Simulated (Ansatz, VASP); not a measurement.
## One calculation of Zn, two programs

```
Zn
1.0
    -1.55891    1.55891    1.55891
     1.55891   -1.55891    1.55891
     1.55891    1.55891   -1.55891
Zn
1
Direct
  0.00000 0.00000 0.00000
```

Alike in both runs: task relaxation of cell and atoms; functional PBE; k mesh 18 × 18 × 18; occupations fermi-dirac, width 0.05 eV; no spin polarisation.

|  | VASP | Ansatz |
| --- | --- | --- |
| version | VASP 6.6.1 | Ansatz 0.2.0 |
| potentials or method | VASP PAW PBE potentials, release 64 (Zn) | PAW with Ansatz's default frozen-core files, scalar-relativistic |
| plane-wave cutoff (eV) | 600 | 420 |
| valence electrons in the cell | 12 | 12 |

```csv
,VASP,Ansatz,Ansatz less VASP
relaxed volume (Å³/atom),15.42,15.36,-0.059
relaxed cell length with the largest relative difference (Å),2.716,2.712,-0.0034
```
